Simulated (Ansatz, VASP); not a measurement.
# One calculation of ZnSe, two programs

Contents of INCAR:

```
  PREC = Accurate
  ENCUT = 520
  EDIFF = 1E-7
  ISMEAR = 0
  SIGMA = 0.05
  LREAL = False
  LASPH = True
  NELM = 80
  ALGO = Normal
  ISIF = 2
  LWAVE = False
  LCHARG = True
  GGA = PS
  LELF = True
  LVHAR = True
  NBANDS = 26
```

File KPOINTS:

```
regular mesh
0
Gamma
  8 8 6
```

POSCAR

```
ZnSe
1.0
    4.2058644041      0.0000000000      0.0000000000
    0.0000000000      4.2058644041      0.0000000000
    0.0000000000      0.0000000000      5.7754702926
Zn Se
2 2
Direct
    0.0000000000      0.0000000000      0.0000000000
    0.5000000000      0.5000000000      0.0000000000
    0.0000000000      0.5000000000      0.3043429689
    0.5000000000      0.0000000000      0.6956570311
```

Input for Ansatz:

```yaml
crystal:
  lattice:
    - [4.2058644041, 0.0, 0.0]
    - [0.0, 4.2058644041, 0.0]
    - [0.0, 0.0, 5.7754702926]
  atoms:
    - { symbol: Zn, position: [0.0, 0.0, 0.0] }
    - { symbol: Zn, position: [0.5, 0.5, 0.0] }
    - { symbol: Se, position: [0.0, 0.5, 0.3043429689] }
    - { symbol: Se, position: [0.5, 0.0, 0.6956570311] }
basis:
  ecutwfc: 520.0
kpoints:
  mp_grid: { grid: [8, 8, 6] }
hamiltonian:
  xc: pbesol
  pseudopotentials: { kind: paw, azcp: { folder: soft_1 } }
scf:
  occupations: { method: gaussian, width: 0.05 }
output:
  forces: true
  stress: true
  eigenvalues: true
```

Alike in both runs: task single point; functional PBEsol; k mesh 8 × 8 × 6; occupations gaussian, width 0.05 eV; no spin polarisation.

|  | VASP | Ansatz |
| --- | --- | --- |
| version | VASP 6.6.1 | Ansatz 0.2.0 |
| potentials or method | VASP PAW PBE potentials, release 64 (Zn, Se), cutoff 520 eV | scalar-relativistic, plane waves, PAW |
| valence electrons in the cell | 36 | 56 |

```csv
,VASP,Ansatz,Ansatz less VASP
gap on the k mesh at the Fermi level (eV),0.79,0.79,-0.001
least direct gap on the mesh (eV),0.79,0.79,-0.001
pressure (GPa),-9.8,-9.9,-0.10
"traceless stress, the component that is largest in VASP (GPa)",-3.21,-3.23,-0.023
rms of the force components (eV/Å),0.941,0.950,+0.0086
```

VASP's potentials were made for PBE, not for PBEsol, and Ansatz warns of the same on its side. Atom by atom the forces differ by 0.009 eV/Å (rms over components). With one functional, cell and mesh, what is left measures potentials, basis and numerics. VASP's potentials hold 36 valence electrons a cell and Ansatz's 56, so a difference there can come from the potentials and not from the codes.
